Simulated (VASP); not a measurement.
# HBr (I4/mmm) in VASP: single point with LDA

Aim: the single point of HBr with LDA.

Program: VASP 6.6.1. These are calculated values, not measurements. Logs are shortened: lines on timing, memory, paths and dates and some standing lists are left out, and cuts for length are marked.

## Step 1: The cell of the first run

The structure is tetragonal, space group I4/mmm (No. 139). The conventional cell has a = 4.100 Å, b = 4.100 Å, c = 3.326 Å, α = 90.00°, β = 90.00°, γ = 90.00°. H (site symmetry 4/mmm) has 2 Br at 1.66 Å within 2.2 Å. Br (site symmetry 4/mmm) has 2 H at 1.66 Å within 2.2 Å.

## Step 2: Single point, LDA

Contents of INCAR:

```
SYSTEM = HBr
PREC = Accurate
ENCUT = 520
EDIFF = 1E-7
ISMEAR = -1
SIGMA = 0.15
LREAL = .False.
LASPH = .True.
NELM = 80
ALGO = Normal
ISIF = 2
LWAVE = .False.
LCHARG = .True.
LELF = .True.
LVHAR = .True.
NBANDS = 11
```

Contents of KPOINTS:

```
Automatic mesh
0
Gamma
  16 16 16
  0 0 0
```

Contents of POSCAR:

```
HBr
1.0
    0.0000000000      2.8992219546      2.8992219546
    1.6632089327      0.0000000000      2.8992219546
    1.6632089327      2.8992219546      0.0000000000
H Br
1 1
Direct
    0.0000000000      0.0000000000      0.0000000000
    0.5000000000      0.5000000000      0.5000000000
```

Potentials or basis: VASP PAW LDA potentials, release 64 (H, Br).

The run is started by

```
$ cat potpaw_LDA.64/H/POTCAR potpaw_LDA.64/Br/POTCAR > POTCAR
$ mpirun -np 1 vasp_std > vasp.out
```

OUTCAR:

```text
SYSTEM = HBr
   PREC = Accurate
   ENCUT = 520
   EDIFF = 1E-7
   ISMEAR = -1
   LREAL = .False.
   LASPH = .True.
   NELM = 80
   ISIF = 2

 ion  position               nearest neighbor table
   1  0.000  0.000  0.000-   2 1.66   2 1.66
   2  0.500  0.500  0.500-   1 1.66   1 1.66

  LATTYP: Found a body centered tetragonal cell.
 ALAT       =     4.1001190085
 C/A-ratio  =     0.8112978815

  Lattice vectors:

 A1 = (   1.6632089327,   0.0000000000,   2.8992219546)
 A2 = (   1.6632089327,   0.0000000000,  -2.8992219546)
 A3 = (  -1.6632089327,   2.8992219546,   0.0000000000)

Analysis of symmetry for initial positions (statically):
=====================================================================
 Subroutine PRICEL returns:
 Original cell was already a primitive cell.

 Routine SETGRP: Setting up the symmetry group for a
 body centered tetragonal supercell.

 Subroutine GETGRP returns: Found 16 space group operations
 (whereof 16 operations were pure point group operations)
 out of a pool of 16 trial point group operations.

The static configuration has the point symmetry D_4h.

Analysis of symmetry for dynamics (positions and initial velocities):
=====================================================================
 Subroutine PRICEL returns:
 Original cell was already a primitive cell.

 Routine SETGRP: Setting up the symmetry group for a
 body centered tetragonal supercell.

 Subroutine GETGRP returns: Found 16 space group operations
 (whereof 16 operations were pure point group operations)
 out of a pool of 16 trial point group operations.

The dynamic configuration has the point symmetry D_4h.

 Subroutine INISYM returns: Found 16 space group operations
 (whereof 16 operations are pure point group operations),
 and found     1 'primitive' translations

----------------------------------------------------------------------------------------

                                     Primitive cell

  volume of cell :      27.9602

  direct lattice vectors                    reciprocal lattice vectors
     0.000000000  2.899221955  2.899221955    -0.300623686  0.172460063  0.172460063
     1.663208933  0.000000000  2.899221955     0.300623686 -0.172460063  0.172460063
     1.663208933  2.899221955  0.000000000     0.300623686  0.172460063 -0.172460063

  length of vectors
     4.100119009  3.342417074  3.342417074     0.387116968  0.387116968  0.387116968

  position of ions in fractional coordinates (direct lattice)
     0.000000000  0.000000000  0.000000000
     0.500000000  0.500000000  0.500000000

  ion indices of the primitive-cell ions
   primitive index   ion index
                 1           1
                 2           2

----------------------------------------------------------------------------------------

 KPOINTS: Automatic mesh

Automatic generation of k-mesh.
 Grid dimensions read from file:
 generate k-points for:   16   16   16

 Generating k-lattice:

  Cartesian coordinates                     Fractional coordinates (reciprocal lattice)
    -0.018788980  0.010778754  0.010778754     0.062500000  0.000000000  0.000000000
     0.018788980 -0.010778754  0.010778754     0.000000000  0.062500000 -0.000000000
     0.018788980  0.010778754 -0.010778754     0.000000000 -0.000000000  0.062500000

  Length of vectors
     0.024194811  0.024194811  0.024194811

  Shift w.r.t. Gamma in fractional coordinates (k-lattice)
     0.000000000  0.000000000  0.000000000

 Subroutine IBZKPT returns following result:
 ===========================================

 Found    349 irreducible k-points:

 Following reciprocal coordinates:
            Coordinates               Weight
  0.000000  0.000000  0.000000      1.000000
  0.062500  0.000000  0.000000      8.000000
  0.125000  0.000000  0.000000      8.000000
  0.187500  0.000000  0.000000      8.000000
  0.250000  0.000000  0.000000      8.000000
  0.312500  0.000000  0.000000      8.000000
[... 16 lines left out ...]
 -0.125000  0.062500 -0.000000     16.000000
 -0.062500  0.062500  0.000000      8.000000
 [... further k-points ...]
   k-points           NKPTS =    349   k-points in BZ     NKDIM =    349   number of bands    NBANDS=     11
   number of dos      NEDOS =    301   number of ions     NIONS =      2
   total plane-waves  NPLWV =  23520
   dimension x,y,z NGX =    30 NGY =   28 NGZ =   28
   dimension x,y,z NGXF=    60 NGYF=   56 NGZF=   56
   ions per type =               1   1
   NGX,Y,Z   is equivalent  to a cutoff of  12.16, 13.93, 13.93 a.u.
   NGXF,Y,Z  is equivalent  to a cutoff of  24.33, 27.85, 27.85 a.u.
 SYSTEM =  HBr
   PREC   = accura    normal or accurate (medium, high low for compatibility)
   ISTART =      0    job   : 0-new  1-cont  2-samecut
   ICHARG =      2    charge: 1-file 2-atom 10-const
   ISPIN  =      1    spin polarized calculation?
   LNONCOLLINEAR =      F non collinear calculations
   LSORBIT =      F    spin-orbit coupling
   LASPH  =      T    aspherical Exc in radial PAW
   ENCUT  =  520.0 eV  38.22 Ry    6.18 a.u.   7.62  6.21  6.21*2*pi/ulx,y,z
   NELM   =     80;   NELMIN=  2; NELMDL= -5     # of ELM steps
   EDIFF  = 0.1E-06   stopping-criterion for ELM
   LREAL  =      F    real-space projection
   EDIFFG = 0.1E-05   stopping-criterion for IOM
   NSW    =      0    number of steps for IOM
   IBRION =     -1    ionic relax: 0-MD 1-quasi-New 2-CG
   NFREE  =      0    steps in history (QN), initial steepest desc. (CG)
   ISIF   =      2    stress and relaxation
   ISYM   =      2    0-nonsym 1-usesym 2-fastsym
   POTIM  = 0.5000    time-step for ionic-motion
   TEBEG  =    0.0;   TEEND  =   0.0 temperature during run
   PSTRESS=    0.0 pullay stress
   NELECT =       8.0000    total number of electrons
   NUPDOWN=      -1.0000    fix difference up-down
   EMIN   =  10.00;   EMAX   =-10.00  energy-range for DOS
   EFERMI =   0.00;   METHOD = LEGACY
   ISMEAR =    -1;   SIGMA  =   0.15  broadening in eV -4-tet -1-fermi 0-gaus
   EFERMI_NEDOS =   21; number of points for ismear=-14 and -15
   IALGO  =     38    algorithm
   IMIX   =      4    mixing-type and parameters
     AMIX     =   0.40;   BMIX     =  1.00
     AMIX_MAG =   1.60;   BMIX_MAG =  1.00
  volume/ion in A,a.u.               =      13.98        94.34
  Fermi-wavevector in a.u.,A,eV,Ry     =   1.078760  2.038561 15.833420  1.163724
  Thomas-Fermi vector in A             =   2.214707
   LORBIT       =      0    0 simple, 1 ext, 2 COOP (PROOUT), +10 PAW based schemes
   GGA     = CA    functional components
   LHFCALC =     F    Hartree Fock is set to
   AEXX    =    0.0000 exact exchange contribution
   IVDW    =     0    specifies the selected vdW correction
   LEPSILON=     F    determine dielectric tensor
   LRPA    =     F    only Hartree local field effects (RPA)
 non-spin polarized calculation
  energy-cutoff  :      520.00
  volume of cell :       27.96
 maximum number of plane-waves:       767
   NGX = 15   NGY = 13   NGZ = 13

 number of electron       8.0000000 magnetization

 Free energy of the ion-electron system (eV)
  ---------------------------------------------------
  ext. energy  EPLUGINS =         0.00000000
  ---------------------------------------------------
  free energy    TOTEN  =        -5.32435610 eV

  energy without entropy =       -5.29605684  energy(sigma->0) =       -5.31020647

 E-fermi :   2.6109     XC(G=0):  -9.8504

 val. band max:        2.5861922789   @ k =  -0.4375   0.3125   0.2500
 cond. band min:       2.6185155327   @ k =   0.4375   0.3750  -0.0000
 fundamental gap:      0.0323232538
 Fermi energy:         2.6109156958

 k-point     1 :       0.0000    0.0000    0.0000
  band No.  band energies     occupation
      1     -14.2160      2.00000
      2       1.4439      1.99916
      3       2.3804      1.64597
      4       2.3804      1.64597
      5       3.8182      0.00064
      6       9.1909      0.00000
      7      12.2745      0.00000
      8      15.3851      0.00000
      9      15.3851      0.00000
     10      17.0783      0.00000
     11      17.0783      0.00000

 k-point     2 :       0.0625    0.0000    0.0000
  band No.  band energies     occupation
      1     -14.1573      2.00000
      2       0.6877      1.99999
      3       2.2773      1.80478
      4       2.3147      1.75630
      5       4.6228      0.00000
      6       9.3632      0.00000
      7      12.3472      0.00000
      8      14.6829      0.00000
      9      14.7750      0.00000
     10      17.8045      0.00000
     11      18.0012      0.00000

 k-point     3 :       0.1250    0.0000    0.0000
  band No.  band energies     occupation
      1     -13.9836      2.00000
      2      -0.6260      2.00000
      3       2.0319      1.95873
      4       2.1364      1.91886
      5       6.0593      0.00000
      6       9.7597      0.00000
      7      12.2757      0.00000
      8      13.7391      0.00000
      9      14.3420      0.00000
     10      17.6989      0.00000
     11      19.4057      0.00000

 k-point     4 :       0.1875    0.0000    0.0000
  band No.  band energies     occupation
      1     -13.7027      2.00000
      2      -1.9790      2.00000
      3       1.7207      1.99472
      4       1.8909      1.98368
      5       7.6114      0.00000
      6       9.9939      0.00000
      7      11.6964      0.00000
      8      13.3380      0.00000
      9      14.8615      0.00000
     10      17.1573      0.00000
     11      20.6811      0.00000

 k-point     5 :       0.2500    0.0000    0.0000
  band No.  band energies     occupation
      1     -13.3307      2.00000
      2      -3.2662      2.00000
      3       1.4111      1.99933
      4       1.6279      1.99715
      5       9.0230      0.00000
      6       9.8850      0.00000
      7      10.9821      0.00000
      8      13.8013      0.00000
      9      15.9682      0.00000
     10      16.8733      0.00000
     11      20.9647      0.00000
[... 211 lines left out ...]
 k-point    21 :      -0.2500    0.0625   -0.0000
  band No.  band energies     occupation
      1     -12.9999      2.00000
      2      -4.2791      2.00000
      3       1.2134      1.99982
      4       1.6288      1.99714
      5       9.2253      0.00000
      6      10.5641      0.00000
      7      11.1541      0.00000
      8      13.6640      0.00000
      9      15.9742      0.00000
     10      16.7818      0.00000
     11      21.5360      0.00000

 k-point    22 :      -0.1875    0.0625    0.0000
  band No.  band energies     occupation
      1     -13.4187      2.00000
      2      -3.1341      2.00000
      3       1.4765      1.99896
      4       1.9348      1.97819
      5       9.1546      0.00000
      6      10.0698      0.00000
      7      11.2265      0.00000
      8      12.8362      0.00000
      9      15.3996      0.00000
     10      16.1787      0.00000
     11      21.8346      0.00000

 k-point    23 :      -0.1250    0.0625   -0.0000
  band No.  band energies     occupation
      1     -13.7659      2.00000
      2      -1.8818      2.00000
      3       1.7767      1.99234
      4       2.1900      1.88603
      5       7.6904      0.00000
      6       9.9463      0.00000
      7      11.9723      0.00000
      8      12.7228      0.00000
      9      14.4609      0.00000
     10      16.6719      0.00000
     11      20.7584      0.00000

 k-point    24 :      -0.0625    0.0625    0.0000
  band No.  band energies     occupation
      1     -14.0165      2.00000
      2      -0.5747      2.00000
      3       2.0700      1.94713
      4       2.3294      1.73442
      5       6.0997      0.00000
      6       9.5992      0.00000
      7      12.3659      0.00000
      8      13.5464      0.00000
      9      14.1874      0.00000
     10      17.4921      0.00000
     11      19.3086      0.00000

 [... further k-points ...]

------------------------ aborting loop because EDIFF is reached ----------------------------------------

  FORCE on cell =-STRESS in cart. coord.  units (eV):
  Direction    XX          YY          ZZ          XY          YZ          ZX
  --------------------------------------------------------------------------------------
  -------------------------------------------------------------------------------------
  Total        1.4341727      1.3928417      1.3928417      0.0000000      0.0000000     -0.0000000
  in kB       82.1811678     79.8128142     79.8128142      0.0000000      0.0000000     -0.0000000
  external PRESSURE =      80.6022654 kB  Pullay stress =       0.0000000 kB

 VOLUME and BASIS-vectors are now :
 -----------------------------------------------------------------------------
  energy-cutoff  :      520.00
  volume of cell :       27.96
      direct lattice vectors                 reciprocal lattice vectors
     0.000000000  2.899221955  2.899221955    -0.300623686  0.172460063  0.172460063
     1.663208933  0.000000000  2.899221955     0.300623686 -0.172460063  0.172460063
     1.663208933  2.899221955  0.000000000     0.300623686  0.172460063 -0.172460063

 POSITION                                       TOTAL-FORCE (eV/Angst)
 -----------------------------------------------------------------------------------
      0.00000      0.00000      0.00000         0.000000      0.000000     -0.000000
      1.66321      2.89922      2.89922         0.000000     -0.000000      0.000000
 -----------------------------------------------------------------------------------
    total drift:                                0.000000     -0.000000      0.000000

  FREE ENERGIE OF THE ION-ELECTRON SYSTEM (eV)
  ---------------------------------------------------
  free  energy   TOTEN  =        -5.3243560959 eV

  energy  without entropy=       -5.2960568373  energy(sigma->0) =       -5.31020647
```

Wall time 55 s (1 thread of AMD EPYC 9R45 (Zen 5), shared host); peak memory 0.2 GiB.

What came out:

```yaml
Free_energy: -5.3244 eV
Pressure: 8.1 GPa
Band_gap_on_the_k_mesh: zero (bands 4 and 5 overlap by 1.11 eV)
```

Stress tensor (GPa, compression positive):
```
8.22 0.00 0.00
0.00 7.98 0.00
0.00 0.00 7.98
```

Caveat: the cell stands under pressure.
